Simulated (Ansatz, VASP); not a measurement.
## AlP: VASP beside Ansatz

File POSCAR:

```
AlP
1.0
    2.6784088043      2.6784088043      0.0000000000
   -2.6784088043      2.6784088043      0.0000000000
    0.0000000000      2.6784088043      2.6784088043
Al P
1 1
Direct
    0.0000000000      0.0000000000      0.0000000000
    0.7500000000      0.2500000000      0.5000000000
```

The input INCAR.step1:

```
SYSTEM = AlP
  ALGO = Normal
  EDIFF = 1E-5
  ENCUT = 550
  GGA = PE
  GGA_COMPAT = .False.
  ISMEAR = 0
  LASPH = .True.
  LCHARG = .False.
  LREAL = .False.
  LWAVE = .True.
  NBANDS = 11
  NELM = 120
  PREC = Accurate
  SIGMA = 0.01
```

INCAR.step2

```
SYSTEM = AlP
  ALGO = Normal
  EDIFF = 1E-6
  ENCUT = 550
  GGA_COMPAT = .False.
  ISIF = 2
  ISMEAR = 0
  ISTART = 1
  LASPH = .True.
  LCHARG = .True.
  LELF = .True.
  LMIXTAU = .True.
  LREAL = .False.
  LVHAR = .True.
  LWAVE = .False.
  METAGGA = R2SCAN
  NBANDS = 11
  NELM = 120
  PREC = Accurate
  SIGMA = 0.01
```

Contents of KPOINTS:

```
k-points
0
Gamma
  8 8 8
  0 0 0
```

Input for Ansatz:

```yaml
crystal:
  lattice:
    - [2.67840880428, 2.67840880428, 0.0]
    - [-2.67840880428, 2.67840880428, 0.0]
    - [0.0, 2.67840880428, 2.67840880428]
  atoms:
    - { symbol: Al, position: [0.0, 0.0, 0.0] }
    - { symbol: P, position: [0.75, 0.25, 0.5] }
kpoints:
  mp_grid: { grid: [8, 8, 8] }
scf:
  occupations: { method: fixed }
  convergence: { dr2_threshold: 1.0e-10 }
hamiltonian:
  xc: r2scan
  pseudopotentials: { kind: paw }
output:
  forces: true
  stress: true
  eigenstates:
    kpoints:
      - [0.0, 0.0, 0.0]
      - [-0.5, 0.5, 0.0]
      - [-0.5, -0.5, -0.5]
      - [0.0, 0.0, -0.5]
      - [0.0, -0.5, -0.5]
      - [0.0, 0.5, 0.0]
      - [-0.5, 0.0, 0.0]
      - [-0.5, 0.0, -0.5]
  eigenvalues: true
```

Alike in both runs: task single point; functional r2SCAN; k mesh 8 × 8 × 8; no spin polarisation.

```csv
,VASP,Ansatz
version,VASP 6.6.1,Ansatz 0.2.0
potentials or method,"VASP PAW PBE potentials, release 64 (Al, P)","PAW with Ansatz's default frozen-core files, scalar-relativistic"
plane-wave cutoff (eV),550,500
occupations,"gaussian, width 0.01 eV",fixed
valence electrons in the cell,8,8
```

```tsv
	VASP	Ansatz	Ansatz less VASP
gap on the k mesh at the Fermi level (eV)	1.80	1.80	-0.001
pressure (GPa)	6.6	7.0	+0.36
```

VASP's potentials were made for PBE, not for r2SCAN.
